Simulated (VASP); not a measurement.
Write the native input for VASP 6.6.1 that does the following.

| Item | Value |
| --- | --- |
| Task | single point |
| Functional | r2SCAN |
| Potentials or basis | VASP PAW PBE potentials, release 64 (Bi_d, Pd) |
| Cutoff | 520 eV |
| k mesh | 6 × 6 × 6 |
| Occupations | gaussian, width 0.1 eV |
| Spin | no spin polarisation |
| Dipole correction | no |
| Further INCAR settings | ALGO = Normal; EDIFF = 1e-06; NBANDS = 30 |

The system is BiPd3.

```
Bi Pd
1.0
     0.00000    3.26309    3.26309
     3.26309    0.00000    3.26309
     3.26309    3.26309    0.00000
Bi Pd
1 3
Direct
  0.50000 0.50000 0.50000
  0.75000 0.75000 0.75000
  0.25000 0.25000 0.25000
  0.00000 0.00000 0.00000
```

One way to write it, as run:

POSCAR

```
BiPd3
1.0
    0.0000000000      3.2630860000      3.2630860000
    3.2630860000      0.0000000000      3.2630860000
    3.2630860000      3.2630860000      0.0000000000
Bi Pd
1 3
Direct
    0.5000000000      0.5000000000      0.5000000000
    0.7500000000      0.7500000000      0.7500000000
    0.2500000000      0.2500000000      0.2500000000
    0.0000000000      0.0000000000      0.0000000000
```

INCAR.step1

```
SYSTEM = BiPd3
ALGO = Normal ; EDIFF = 1E-4
ENCUT = 520 ; GGA = PE
ISMEAR = 0 ; LASPH = .True.
LCHARG = .False. ; LREAL = .False.
LWAVE = .True. ; NBANDS = 30
NELM = 80 ; PREC = Accurate
SIGMA = 0.1
```

INCAR.step2

```
SYSTEM = BiPd3
ALGO = Normal ; EDIFF = 1E-6
ENCUT = 520 ; ISIF = 2
ISMEAR = 0 ; ISTART = 1
LASPH = .True. ; LCHARG = .True.
LELF = .True. ; LMIXTAU = .True.
LREAL = .False. ; LVHAR = .True.
LWAVE = .False. ; METAGGA = R2SCAN
NBANDS = 30 ; NELM = 80
PREC = Accurate ; SIGMA = 0.1
```

KPOINTS

```
k-points
0
Gamma
  6 6 6
  0 0 0
```

Potentials or basis: VASP PAW PBE potentials, release 64 (Bi_d, Pd).

Command:

```console
$ cat potpaw_PBE.64/Bi_d/POTCAR potpaw_PBE.64/Pd/POTCAR > POTCAR
$ cp INCAR.step1 INCAR
$ mpirun -np 1 vasp_std > vasp.out
$ cp INCAR.step2 INCAR
$ mpirun -np 1 vasp_std > vasp.out
```

Results of the run:

The pressure is 0.8 GPa.

Caveat: the PAW data sets were made with another functional, which shifts forces and pressure a little.

Run time: 110 s on 1 thread of Intel(R) Xeon(R) Platinum 8375C CPU @ 2.90GHz (Ice Lake), on a shared host, peak memory 0.22 GiB.
